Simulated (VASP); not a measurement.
Write the native input for VASP 6.6.1 that does the following.

```yaml
Task: single point
Functional: PBE
Potentials_or_basis: VASP PAW PBE potentials, release 64 (B, N)
Cutoff: 520 eV
k_mesh: 12 × 12 × 12
Occupations: gaussian, width 0.05 eV
Spin: no spin polarisation
Dipole_correction: no
Further_INCAR_settings: ALGO = Normal; EDIFF = 1e-06; NBANDS = 11
```

The structure of BN lies in POSCAR:

```
BN
1.0
    0.0000000000      1.8548933033      1.8548933033
    1.8548933033      0.0000000000      1.8548933033
    1.8548933033      1.8548933033      0.0000000000
B N
1 1
Direct
    0.0000000000      0.0000000000      0.0000000000
    0.7500000000      0.7500000000      0.7500000000
```

This cell differs from its parent crystal: volume 6.382 Å^3 an atom, c/a of the conventional cell 1.0000.

These files were run (other wordings do the same):

INCAR

```
ALGO = Normal ; EDIFF = 1E-6
ENCUT = 520 ; GGA = PE
ISIF = 2 ; ISMEAR = 0
LASPH = True ; LCHARG = False
LREAL = False ; LWAVE = False
NBANDS = 11 ; NELM = 60
PREC = Accurate ; SIGMA = 0.05
```

KPOINTS

```
k-points
0
Gamma
  12 12 12
```

Potentials or basis: VASP PAW PBE potentials, release 64 (B, N).

The run is started by

```console
$ cat potpaw_PBE.64/B/POTCAR potpaw_PBE.64/N/POTCAR > POTCAR
$ mpirun -np 1 vasp_std > vasp.out
```

Results of the run:

```
Pressure               : -22.7 GPa
Band gap on the k mesh : 4.37 eV, indirect (least direct gap 8.45 eV)
```

Wall time 6 s on 1 thread of AMD EPYC 9R14 (Zen 4), on a shared host, peak memory 0.09 GiB.
